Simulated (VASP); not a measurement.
# Cu (Im-3m) in VASP: single point with PBEsol

Aim: the single point of Cu with PBEsol.

Program: VASP 6.6.1. These are calculated values, not measurements. Logs are shortened: lines on timing, memory, paths and dates and some standing lists are left out, and cuts for length are marked.

## (1) The cell of the first run

The structure is cubic, space group Im-3m (No. 229). The conventional cell has a = 2.831 Å, b = 2.831 Å, c = 2.831 Å, α = 90.00°, β = 90.00°, γ = 90.00°. Within 3.2 Å of Cu (site symmetry m-3m) lie 14 Cu at 2.45 to 2.83 Å.

## (2) Single point, PBEsol

Input file INCAR:

```
  PREC = Accurate
  ENCUT = 600
  EDIFF = 1E-6
  ISMEAR = 0
  SIGMA = 0.1
  LREAL = False
  LASPH = True
  NELM = 120
  ALGO = Normal
  ISIF = 2
  LWAVE = False
  LCHARG = False
  GGA = PS
  NBANDS = 12
  GGA_COMPAT = False
```

Input file KPOINTS:

```
Automatic mesh
0
Gamma
  8 8 8
```

Input file POSCAR:

```
Cu
1.0
   -1.4156893689      1.4156893689      1.4156893689
    1.4156893689     -1.4156893689      1.4156893689
    1.4156893689      1.4156893689     -1.4156893689
Cu
1
Direct
    0.0000000000      0.0000000000      0.0000000000
```

Potentials or basis: VASP PAW PBE potentials, release 64 (Cu).

The run is started by

```bash
cat potpaw_PBE.64/Cu/POTCAR > POTCAR
mpirun -np 1 vasp_std > vasp.out
```

OUTCAR:

```text
PREC = Accurate
   ENCUT = 600
   EDIFF = 1E-6
   ISMEAR = 0
   LREAL = False
   LASPH = True
   NELM = 120
   ISIF = 2
   GGA = PS

 ion  position               nearest neighbor table
   1  0.000  0.000  0.000-

  LATTYP: Found a body centered cubic cell.
 ALAT       =     2.8313787378

  Lattice vectors:

 A1 = (  -1.4156893689,   1.4156893689,   1.4156893689)
 A2 = (   1.4156893689,  -1.4156893689,   1.4156893689)
 A3 = (   1.4156893689,   1.4156893689,  -1.4156893689)

Analysis of symmetry for initial positions (statically):
=====================================================================
 Subroutine PRICEL returns:
 Original cell was already a primitive cell.

 Routine SETGRP: Setting up the symmetry group for a
 body centered cubic supercell.

 Subroutine GETGRP returns: Found 48 space group operations
 (whereof 48 operations were pure point group operations)
 out of a pool of 48 trial point group operations.

The static configuration has the point symmetry O_h .

Analysis of symmetry for dynamics (positions and initial velocities):
=====================================================================
 Subroutine PRICEL returns:
 Original cell was already a primitive cell.

 Routine SETGRP: Setting up the symmetry group for a
 body centered cubic supercell.

 Subroutine GETGRP returns: Found 48 space group operations
 (whereof 48 operations were pure point group operations)
 out of a pool of 48 trial point group operations.

The dynamic configuration has the point symmetry O_h .

 Subroutine INISYM returns: Found 48 space group operations
 (whereof 48 operations are pure point group operations),
 and found     1 'primitive' translations

----------------------------------------------------------------------------------------

                                     Primitive cell

  volume of cell :      11.3492

  direct lattice vectors                    reciprocal lattice vectors
    -1.415689369  1.415689369  1.415689369     0.000000000  0.353184824  0.353184824
     1.415689369 -1.415689369  1.415689369     0.353184824  0.000000000  0.353184824
     1.415689369  1.415689369 -1.415689369     0.353184824  0.353184824  0.000000000

  length of vectors
     2.452045915  2.452045915  2.452045915     0.499478768  0.499478768  0.499478768

  position of ions in fractional coordinates (direct lattice)
     0.000000000  0.000000000  0.000000000

  ion indices of the primitive-cell ions
   primitive index   ion index
                 1           1

----------------------------------------------------------------------------------------

 KPOINTS: Automatic mesh

Automatic generation of k-mesh.
 Grid dimensions read from file:
 generate k-points for:    8    8    8

 Generating k-lattice:

  Cartesian coordinates                     Fractional coordinates (reciprocal lattice)
     0.000000000  0.044148103  0.044148103     0.125000000  0.000000000  0.000000000
     0.044148103  0.000000000  0.044148103     0.000000000  0.125000000  0.000000000
     0.044148103  0.044148103  0.000000000     0.000000000  0.000000000  0.125000000

  Length of vectors
     0.062434846  0.062434846  0.062434846

  Shift w.r.t. Gamma in fractional coordinates (k-lattice)
     0.000000000  0.000000000  0.000000000

 Subroutine IBZKPT returns following result:
 ===========================================

 Found     29 irreducible k-points:

 Following reciprocal coordinates:
            Coordinates               Weight
  0.000000  0.000000  0.000000      1.000000
  0.125000  0.000000  0.000000     12.000000
  0.250000  0.000000  0.000000     12.000000
  0.375000  0.000000  0.000000     12.000000
  0.500000  0.000000  0.000000      6.000000
  0.125000  0.125000  0.000000     24.000000
[... 16 lines left out ...]
 -0.250000  0.250000  0.250000      6.000000
 -0.375000  0.375000  0.250000     24.000000
 [... further k-points ...]
   k-points           NKPTS =     29   k-points in BZ     NKDIM =     29   number of bands    NBANDS=     12
   number of dos      NEDOS =    301   number of ions     NIONS =      1
   total plane-waves  NPLWV =   8000
   dimension x,y,z NGX =    20 NGY =   20 NGZ =   20
   dimension x,y,z NGXF=    40 NGYF=   40 NGZF=   40
   ions per type =               1
   NGX,Y,Z   is equivalent  to a cutoff of  13.56, 13.56, 13.56 a.u.
   NGXF,Y,Z  is equivalent  to a cutoff of  27.12, 27.12, 27.12 a.u.
 SYSTEM =  unknown system
   PREC   = accura    normal or accurate (medium, high low for compatibility)
   ISTART =      0    job   : 0-new  1-cont  2-samecut
   ICHARG =      2    charge: 1-file 2-atom 10-const
   ISPIN  =      1    spin polarized calculation?
   LNONCOLLINEAR =      F non collinear calculations
   LSORBIT =      F    spin-orbit coupling
   LASPH  =      T    aspherical Exc in radial PAW
   ENCUT  =  600.0 eV  44.10 Ry    6.64 a.u.   4.90  4.90  4.90*2*pi/ulx,y,z
   NELM   =    120;   NELMIN=  2; NELMDL= -5     # of ELM steps
   EDIFF  = 0.1E-05   stopping-criterion for ELM
   LREAL  =      F    real-space projection
   EDIFFG = 0.1E-04   stopping-criterion for IOM
   NSW    =      0    number of steps for IOM
   IBRION =     -1    ionic relax: 0-MD 1-quasi-New 2-CG
   NFREE  =      0    steps in history (QN), initial steepest desc. (CG)
   ISIF   =      2    stress and relaxation
   ISYM   =      2    0-nonsym 1-usesym 2-fastsym
   POTIM  = 0.5000    time-step for ionic-motion
   TEBEG  =    0.0;   TEEND  =   0.0 temperature during run
   PSTRESS=    0.0 pullay stress
   NELECT =      11.0000    total number of electrons
   NUPDOWN=      -1.0000    fix difference up-down
   EMIN   =  10.00;   EMAX   =-10.00  energy-range for DOS
   EFERMI =   0.00;   METHOD = LEGACY
   ISMEAR =     0;   SIGMA  =   0.10  broadening in eV -4-tet -1-fermi 0-gaus
   EFERMI_NEDOS =   21; number of points for ismear=-14 and -15
   IALGO  =     38    algorithm
   IMIX   =      4    mixing-type and parameters
     AMIX     =   0.40;   BMIX     =  1.00
     AMIX_MAG =   1.60;   BMIX_MAG =  1.00
  volume/ion in A,a.u.               =      11.35        76.59
  Fermi-wavevector in a.u.,A,eV,Ry     =   1.620135  3.061610 35.713063  2.624836
  Thomas-Fermi vector in A             =   2.714122
   LORBIT       =      0    0 simple, 1 ext, 2 COOP (PROOUT), +10 PAW based schemes
   GGA     = PS    functional components
   LHFCALC =     F    Hartree Fock is set to
   AEXX    =    0.0000 exact exchange contribution
   IVDW    =     0    specifies the selected vdW correction
   LEPSILON=     F    determine dielectric tensor
   LRPA    =     F    only Hartree local field effects (RPA)
 non-spin polarized calculation
 Gauss-broadening in eV      SIGMA  =   0.10
  energy-cutoff  :      600.00
  volume of cell :       11.35
 maximum number of plane-waves:       386
   NGX =  9   NGY =  9   NGZ =  9

 number of electron      10.9999986 magnetization

 Free energy of the ion-electron system (eV)
  ---------------------------------------------------
  ext. energy  EPLUGINS =         0.00000000
  ---------------------------------------------------
  free energy    TOTEN  =        -4.23449421 eV

  energy without entropy =       -4.22751303  energy(sigma->0) =       -4.23100362

 E-fermi :   7.9602     XC(G=0): -13.1457

 val. band max:        7.9362242296   @ k =   0.3750   0.1250   0.0000
 cond. band min:       8.2182696079   @ k =   0.2500   0.2500   0.0000
 fundamental gap:      0.2820453783
 Fermi energy:         7.9602440832

 k-point     1 :       0.0000    0.0000    0.0000
  band No.  band energies     occupation
      1      -1.7895      2.00000
      2       4.6560      2.00000
      3       4.6560      2.00000
      4       4.6560      2.00000
      5       5.7361      2.00000
      6       5.7361      2.00000
      7      33.3349      0.00000
      8      33.3349      0.00000
      9      33.3349      0.00000
     10      37.2421      0.00000
     11      37.2421      0.00000
     12      37.2444      0.00000

 k-point     2 :       0.1250    0.0000    0.0000
  band No.  band energies     occupation
      1      -1.1766      2.00000
      2       4.5408      2.00000
      3       4.6419      2.00000
      4       4.8952      2.00000
      5       5.6380      2.00000
      6       5.7458      2.00000
      7      28.5169      0.00000
      8      31.5916      0.00000
      9      32.2247      0.00000
     10      33.2240      0.00000
     11      34.5663      0.00000
     12      35.8096      0.00000

 k-point     3 :       0.2500    0.0000    0.0000
  band No.  band energies     occupation
      1       0.5084      2.00000
      2       4.2688      2.00000
      3       4.5831      2.00000
      4       5.5129      2.00000
      5       5.5708      2.00000
      6       5.7795      2.00000
      7      21.7745      0.00000
      8      28.5278      0.00000
      9      29.4604      0.00000
     10      30.8237      0.00000
     11      33.3505      0.00000
     12      37.8394      0.00000
[... 286 lines left out ...]
 k-point    23 :      -0.2500    0.2500    0.2500
  band No.  band energies     occupation
      1       2.3053      2.00000
      2       4.4210      2.00000
      3       4.9736      2.00000
      4       4.9736      2.00000
      5       5.4913      2.00000
      6       6.5633      2.00000
      7      22.8242      0.00000
      8      22.8242      0.00000
      9      24.3563      0.00000
     10      25.8392      0.00000
     11      40.6596      0.00000
     12      40.6596      0.00000

 k-point    24 :      -0.3750    0.3750    0.2500
  band No.  band energies     occupation
      1       3.2565      2.00000
      2       3.9098      2.00000
      3       4.9873      2.00000
      4       5.3117      2.00000
      5       6.0808      2.00000
      6       8.3523      0.00000
      7      17.5271      0.00000
      8      20.5738      0.00000
      9      23.7977      0.00000
     10      27.1042      0.00000
     11      36.2505      0.00000
     12      39.1992      0.00000

 [... further k-points ...]
[... 5 lines left out ...]
  --------------------------------------------------------------------------------------
  -------------------------------------------------------------------------------------
  Total        0.0733518      0.0733518      0.0733518      0.0000000      0.0000000      0.0000000
  in kB       10.3551752     10.3551752     10.3551752      0.0000000      0.0000000      0.0000000
  external PRESSURE =      10.3551752 kB  Pullay stress =       0.0000000 kB

 VOLUME and BASIS-vectors are now :
 -----------------------------------------------------------------------------
  energy-cutoff  :      600.00
  volume of cell :       11.35
      direct lattice vectors                 reciprocal lattice vectors
    -1.415689369  1.415689369  1.415689369     0.000000000  0.353184824  0.353184824
     1.415689369 -1.415689369  1.415689369     0.353184824  0.000000000  0.353184824
     1.415689369  1.415689369 -1.415689369     0.353184824  0.353184824  0.000000000

 POSITION                                       TOTAL-FORCE (eV/Angst)
 -----------------------------------------------------------------------------------
      0.00000      0.00000      0.00000         0.000000     -0.000000     -0.000000
 -----------------------------------------------------------------------------------
    total drift:                                0.000000     -0.000000      0.000000

  FREE ENERGIE OF THE ION-ELECTRON SYSTEM (eV)
  ---------------------------------------------------
  free  energy   TOTEN  =        -4.2344942098 eV

  energy  without entropy=       -4.2275130350  energy(sigma->0) =       -4.23100362
```

It took 2.4 s on 1 thread of Intel Xeon 6975P-C (Granite Rapids), shared host; peak memory 0.12 GiB.

What came out:

| Item | Value |
| --- | --- |
| Free energy | -4.2345 eV |
| Pressure | 1.0 GPa |

Caveat: the k points lie up to 0.39 Å⁻¹ apart; the PAW data sets were made with another functional, which shifts forces and pressure a little.
